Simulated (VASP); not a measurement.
# MgS (I-4m2) in VASP: notebook, part 2 of 3

VASP 6.6.1. The steps go on from the part before.

**3. Single point, PBE (epitaxial xy strain +2.0%)**

Input file INCAR:

```
SYSTEM = MgS
PREC     = Accurate       ! precision mode
ENCUT    = 520            ! plane-wave cutoff, eV
EDIFF    = 1E-7           ! SCF threshold, eV
ISMEAR   = -1             ! smearing method
SIGMA    = 0.02           ! smearing width, eV
LREAL    = .FALSE.        ! projectors in reciprocal space
LASPH    = .TRUE.         ! aspherical terms in the spheres
NELM     = 80             ! most SCF steps
ALGO     = Normal         ! electronic algorithm
ISIF     = 2              ! what is computed and relaxed
LWAVE    = .FALSE.        ! write WAVECAR
LCHARG   = .TRUE.         ! write CHGCAR
GGA      = PE             ! functional
LELF     = .TRUE.         ! ELF
LVHAR    = .TRUE.       
NBANDS   = 11             ! bands
```

Input file KPOINTS:

```
Automatic mesh
0
G
  8 8 8
  0 0 0
```

Input file POSCAR:

```
MgS
1.0
    0.0000000000      2.8874943781      2.7484686699
    2.8874943781      0.0000000000      2.7484686699
    2.8874943781      2.8874943781      0.0000000000
Mg S
1 1
Direct
    0.0000000000      0.0000000000      0.0000000000
    0.2500000000      0.2500000000      0.2500000000
```

Potentials or basis: VASP PAW PBE potentials, release 64 (Mg, S).

Launch:

```
$ cat potpaw_PBE.64/Mg/POTCAR potpaw_PBE.64/S/POTCAR > POTCAR
$ mpirun -np 1 vasp_std > vasp.out
```

OUTCAR:

```text
SYSTEM = MgS
   PREC = Accurate
   ENCUT = 520
   EDIFF = 1E-7
   ISMEAR = -1
   LREAL = .FALSE.
   LASPH = .TRUE.
   NELM = 80
   ISIF = 2
   GGA = PE

 ion  position               nearest neighbor table
   1  0.000  0.000  0.000-   2 2.46   2 2.46   2 2.46   2 2.46
   2  0.250  0.250  0.250-   1 2.46   1 2.46   1 2.46   1 2.46

  LATTYP: Found a body centered tetragonal cell.
 ALAT       =     4.0835337108
 C/A-ratio  =     1.3461226793

  Lattice vectors:

 A1 = (   0.0000000000,  -2.8874943781,  -2.7484686699)
 A2 = (   0.0000000000,   2.8874943781,  -2.7484686699)
 A3 = (   2.8874943781,   0.0000000000,   2.7484686699)

Analysis of symmetry for initial positions (statically):
=====================================================================
 Subroutine PRICEL returns:
 Original cell was already a primitive cell.

 Routine SETGRP: Setting up the symmetry group for a
 body centered tetragonal supercell.

 Subroutine GETGRP returns: Found  8 space group operations
 (whereof  8 operations were pure point group operations)
 out of a pool of 16 trial point group operations.

The static configuration has the point symmetry D_2d.

Analysis of symmetry for dynamics (positions and initial velocities):
=====================================================================
 Subroutine PRICEL returns:
 Original cell was already a primitive cell.

 Routine SETGRP: Setting up the symmetry group for a
 body centered tetragonal supercell.

 Subroutine GETGRP returns: Found  8 space group operations
 (whereof  8 operations were pure point group operations)
 out of a pool of 16 trial point group operations.

The dynamic configuration has the point symmetry D_2d.

 Subroutine INISYM returns: Found  8 space group operations
 (whereof  8 operations are pure point group operations),
 and found     1 'primitive' translations

----------------------------------------------------------------------------------------

                                     Primitive cell

  volume of cell :      45.8314

  direct lattice vectors                    reciprocal lattice vectors
     0.000000000  2.887494378  2.748468670    -0.173160510  0.173160510  0.181919483
     2.887494378  0.000000000  2.748468670     0.173160510 -0.173160510  0.181919483
     2.887494378  2.887494378  0.000000000     0.173160510  0.173160510 -0.181919483

  length of vectors
     3.986439992  3.986439992  4.083533711     0.305063638  0.305063638  0.305063638

  position of ions in fractional coordinates (direct lattice)
     0.000000000  0.000000000  0.000000000
     0.250000000  0.250000000  0.250000000

  ion indices of the primitive-cell ions
   primitive index   ion index
                 1           1
                 2           2

----------------------------------------------------------------------------------------

 KPOINTS: Automatic mesh

Automatic generation of k-mesh.
 Grid dimensions read from file:
 generate k-points for:    8    8    8

 Generating k-lattice:

  Cartesian coordinates                     Fractional coordinates (reciprocal lattice)
    -0.021645064  0.021645064  0.022739935     0.125000000  0.000000000  0.000000000
     0.021645064 -0.021645064  0.022739935     0.000000000  0.125000000  0.000000000
     0.021645064  0.021645064 -0.022739935     0.000000000  0.000000000  0.125000000

  Length of vectors
     0.038132955  0.038132955  0.038132955

  Shift w.r.t. Gamma in fractional coordinates (k-lattice)
     0.000000000  0.000000000  0.000000000

 Subroutine IBZKPT returns following result:
 ===========================================

 Found     59 irreducible k-points:

 Following reciprocal coordinates:
            Coordinates               Weight
  0.000000  0.000000  0.000000      1.000000
  0.125000  0.000000  0.000000      8.000000
  0.250000  0.000000  0.000000      8.000000
  0.375000  0.000000  0.000000      8.000000
  0.500000  0.000000  0.000000      4.000000
  0.125000  0.125000  0.000000      2.000000
[... 16 lines left out ...]
  0.250000  0.000000  0.125000     16.000000
  0.375000 -0.000000  0.125000     16.000000
 [... further k-points ...]
   k-points           NKPTS =     59   k-points in BZ     NKDIM =     59   number of bands    NBANDS=     11
   number of dos      NEDOS =    301   number of ions     NIONS =      2
   total plane-waves  NPLWV =  27000
   dimension x,y,z NGX =    30 NGY =   30 NGZ =   30
   dimension x,y,z NGXF=    60 NGYF=   60 NGZF=   60
   ions per type =               1   1
   NGX,Y,Z   is equivalent  to a cutoff of  12.51, 12.51, 12.21 a.u.
   NGXF,Y,Z  is equivalent  to a cutoff of  25.02, 25.02, 24.43 a.u.
 SYSTEM =  MgS
   PREC   = accura    normal or accurate (medium, high low for compatibility)
   ISTART =      0    job   : 0-new  1-cont  2-samecut
   ICHARG =      2    charge: 1-file 2-atom 10-const
   ISPIN  =      1    spin polarized calculation?
   LNONCOLLINEAR =      F non collinear calculations
   LSORBIT =      F    spin-orbit coupling
   LASPH  =      T    aspherical Exc in radial PAW
   ENCUT  =  520.0 eV  38.22 Ry    6.18 a.u.   7.41  7.41  7.59*2*pi/ulx,y,z
   NELM   =     80;   NELMIN=  2; NELMDL= -5     # of ELM steps
   EDIFF  = 0.1E-06   stopping-criterion for ELM
   LREAL  =      F    real-space projection
   EDIFFG = 0.1E-05   stopping-criterion for IOM
   NSW    =      0    number of steps for IOM
   IBRION =     -1    ionic relax: 0-MD 1-quasi-New 2-CG
   NFREE  =      0    steps in history (QN), initial steepest desc. (CG)
   ISIF   =      2    stress and relaxation
   ISYM   =      2    0-nonsym 1-usesym 2-fastsym
   POTIM  = 0.5000    time-step for ionic-motion
   TEBEG  =    0.0;   TEEND  =   0.0 temperature during run
   PSTRESS=    0.0 pullay stress
   NELECT =       8.0000    total number of electrons
   NUPDOWN=      -1.0000    fix difference up-down
   EMIN   =  10.00;   EMAX   =-10.00  energy-range for DOS
   EFERMI =   0.00;   METHOD = LEGACY
   ISMEAR =    -1;   SIGMA  =   0.02  broadening in eV -4-tet -1-fermi 0-gaus
   EFERMI_NEDOS =   21; number of points for ismear=-14 and -15
   IALGO  =     38    algorithm
   IMIX   =      4    mixing-type and parameters
     AMIX     =   0.40;   BMIX     =  1.00
     AMIX_MAG =   1.60;   BMIX_MAG =  1.00
  volume/ion in A,a.u.               =      22.92       154.64
  Fermi-wavevector in a.u.,A,eV,Ry     =   0.914921  1.728951 11.389181  0.837081
  Thomas-Fermi vector in A             =   2.039604
   LORBIT       =      0    0 simple, 1 ext, 2 COOP (PROOUT), +10 PAW based schemes
   GGA     = PE    functional components
[... 5 lines left out ...]
 non-spin polarized calculation
  energy-cutoff  :      520.00
  volume of cell :       45.83
 maximum number of plane-waves:      1253
 NGX is ok and might be reduce to    30
   NGX = 15   NGY = 15   NGZ = 15

 number of electron       8.0000001 magnetization

 Free energy of the ion-electron system (eV)
  ---------------------------------------------------
  ext. energy  EPLUGINS =         0.00000000
  ---------------------------------------------------
  free energy    TOTEN  =        -8.46811079 eV

  energy without entropy =       -8.46811079  energy(sigma->0) =       -8.46811079

 E-fermi :   1.5302     XC(G=0):  -8.3535

 val. band max:        1.0831826496   @ k =   0.0000   0.0000   0.0000
 cond. band min:       4.4030927768   @ k =   0.0000   0.0000   0.0000
 fundamental gap:      3.3199101272
 Fermi energy:         1.5302348294

 k-point     1 :       0.0000    0.0000    0.0000
  band No.  band energies     occupation
      1     -10.2297      2.00000
      2       0.9679      2.00000
      3       0.9679      2.00000
      4       1.0832      2.00000
      5       4.4031      0.00000
      6       8.9242      0.00000
      7       8.9242      0.00000
      8       8.9652      0.00000
      9      11.4139      0.00000
     10      12.1689      0.00000
     11      14.4975      0.00000
[... 309 lines left out ...]
 k-point    24 :       0.3750   -0.0000    0.1250
  band No.  band energies     occupation
      1      -9.7039      2.00000
      2      -1.4307      2.00000
      3       0.4367      2.00000
      4       0.6377      2.00000
      5       6.4999      0.00000
      6       8.0336      0.00000
      7       8.9790      0.00000
      8       9.5585      0.00000
      9      11.7417      0.00000
     10      13.1534      0.00000
     11      14.0703      0.00000

 [... further k-points ...]

------------------------ aborting loop because EDIFF is reached ----------------------------------------

  FORCE on cell =-STRESS in cart. coord.  units (eV):
  Direction    XX          YY          ZZ          XY          YZ          ZX
  --------------------------------------------------------------------------------------
  -------------------------------------------------------------------------------------
  Total       -0.0065583     -0.0065583      0.2488474      0.0000000      0.0000000      0.0000000
  in kB       -0.2292658     -0.2292658      8.6992270      0.0000000      0.0000000      0.0000000
  external PRESSURE =       2.7468985 kB  Pullay stress =       0.0000000 kB

 VOLUME and BASIS-vectors are now :
 -----------------------------------------------------------------------------
  energy-cutoff  :      520.00
  volume of cell :       45.83
      direct lattice vectors                 reciprocal lattice vectors
     0.000000000  2.887494378  2.748468670    -0.173160510  0.173160510  0.181919483
     2.887494378  0.000000000  2.748468670     0.173160510 -0.173160510  0.181919483
     2.887494378  2.887494378  0.000000000     0.173160510  0.173160510 -0.181919483

 POSITION                                       TOTAL-FORCE (eV/Angst)
 -----------------------------------------------------------------------------------
      0.00000      0.00000      0.00000         0.000000      0.000000     -0.000000
      1.44375      1.44375      1.37423        -0.000000     -0.000000      0.000000
 -----------------------------------------------------------------------------------
    total drift:                                0.000000      0.000000     -0.000000

  FREE ENERGIE OF THE ION-ELECTRON SYSTEM (eV)
  ---------------------------------------------------
  free  energy   TOTEN  =        -8.4681107882 eV

  energy  without entropy=       -8.4681107882  energy(sigma->0) =       -8.46811079
```

Wall time 13 s (1 thread of Intel Xeon 6975P-C (Granite Rapids), shared host); peak memory 0.18 GiB.

What came out:

```yaml
Free_energy: -8.4681 eV
Pressure: 0.3 GPa
Band_gap_on_the_k_mesh: 3.32 eV, direct
```

Stress tensor (GPa, compression positive):
```
-0.02  0.00  0.00
 0.00 -0.02  0.00
 0.00  0.00  0.87
```

Caveat: the cell differs from its parent crystal (epitaxial xy strain +2.0%).

**4. Single point, PBE (epitaxial xy strain +3.0%)**

Input file INCAR:

```
SYSTEM = MgS
  PREC = Accurate
  ENCUT = 520
  EDIFF = 1E-7
  ISMEAR = -1
  SIGMA = 0.02
  LREAL = .False.
  LASPH = .True.
  NELM = 100
  ALGO = Normal
  ISIF = 2
  LWAVE = .False.
  LCHARG = .False.
  GGA = PE
  NBANDS = 11
```

Input file KPOINTS:

```
Automatic mesh
0
Gamma
  8 8 8
  0 0 0
```

Input file POSCAR:

```
MgS
1.0
    0.0000000000      2.9158031465      2.7038767364
    2.9158031465      0.0000000000      2.7038767364
    2.9158031465      2.9158031465      0.0000000000
Mg S
1 1
Direct
    0.0000000000      0.0000000000      0.0000000000
    0.2500000000      0.2500000000      0.2500000000
```

Launch:

```
$ cat potpaw_PBE.64/Mg/POTCAR potpaw_PBE.64/S/POTCAR > POTCAR
$ mpirun -np 1 vasp_std > vasp.out
```

Wall time 14 s (1 thread of Intel Xeon 6975P-C (Granite Rapids), shared host); peak memory 0.18 GiB.

Results (log left out):

```yaml
Free_energy: -8.4628 eV
Pressure: 0.0 GPa
Band_gap_on_the_k_mesh: 3.26 eV, direct
```

Stress tensor (GPa, compression positive):
```
-0.42  0.00  0.00
 0.00 -0.42  0.00
 0.00  0.00  0.85
```

Levels at points of the mesh, in eV from the valence-band top:
| k point | band 1 | band 2 | band 3 | band 4 | band 5 | band 6 | band 7 | band 8 |
| --- | --- | --- | --- | --- | --- | --- | --- | --- |
| (0.00, 0.00, 0.00) | -11.34 | -0.17 | -0.17 | 0.00 | 3.26 | 7.80 | 7.80 | 7.86 |
| (0.50, 0.00, 0.00) | -10.68 | -3.20 | -0.61 | -0.27 | 4.88 | 7.16 | 7.96 | 8.45 |
| (0.50, 0.50, 0.00) | -10.39 | -2.65 | -1.35 | -1.35 | 3.70 | 5.14 | 11.46 | 11.85 |
| (0.50, 0.00, 0.50) | -10.50 | -3.00 | -1.02 | -0.99 | 3.85 | 5.71 | 10.57 | 11.46 |

Caveat: the cell differs from its parent crystal (epitaxial xy strain +3.0%). A k mesh can miss the band edges.

(Part 2 of 3 ends here.)
